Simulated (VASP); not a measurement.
ZnNi, 2 atoms in the cell. It takes space group Pm-3m (No. 221, cubic). The conventional cell has a = 2.908 Å, b = 2.908 Å, c = 2.908 Å, α = 90.00°, β = 90.00°, γ = 90.00°. Within 3.3 Å of Zn (site symmetry m-3m) lie 8 Ni at 2.52 Å and 6 Zn at 2.91 Å. Within 3.3 Å of Ni (site symmetry m-3m) lie 8 Zn at 2.52 Å and 6 Ni at 2.91 Å. 

| Property | Result |
| --- | --- |
| Program | VASP 6.6.1 |
| Task | single point |
| Functional | r2SCAN |
| Potentials or basis | VASP PAW PBE potentials, release 64 (Zn, Ni) |
| Cutoff | 520 eV |
| k mesh | 16 × 16 × 16 |
| Occupations | gaussian, width 0.15 eV |
| Spin | collinear spin, ferromagnetic start |
| Starting moments | [0.0, 0.29] μB |
| Dipole correction | no |
| Further INCAR settings | ALGO = Normal; EDIFF = 1e-07; NBANDS = 22 |

Potentials or basis: VASP PAW PBE potentials, release 64 (Zn, Ni).

Command:

```console
$ cat potpaw_PBE.64/Zn/POTCAR potpaw_PBE.64/Ni/POTCAR > POTCAR
$ cp INCAR.step1 INCAR
$ mpirun -np 1 vasp_std > vasp.out
$ cp INCAR.step2 INCAR
$ mpirun -np 1 vasp_std > vasp.out
```

Hardware: 1 thread of Intel(R) Xeon(R) Platinum 8488C (Sapphire Rapids) (shared host).

Question: Estimate the wall time of this run.

Answer: Wall time 6.1 min on 1 thread of Intel(R) Xeon(R) Platinum 8488C (Sapphire Rapids) (shared host), peak memory 0.26 GiB. Counts: k points 165.
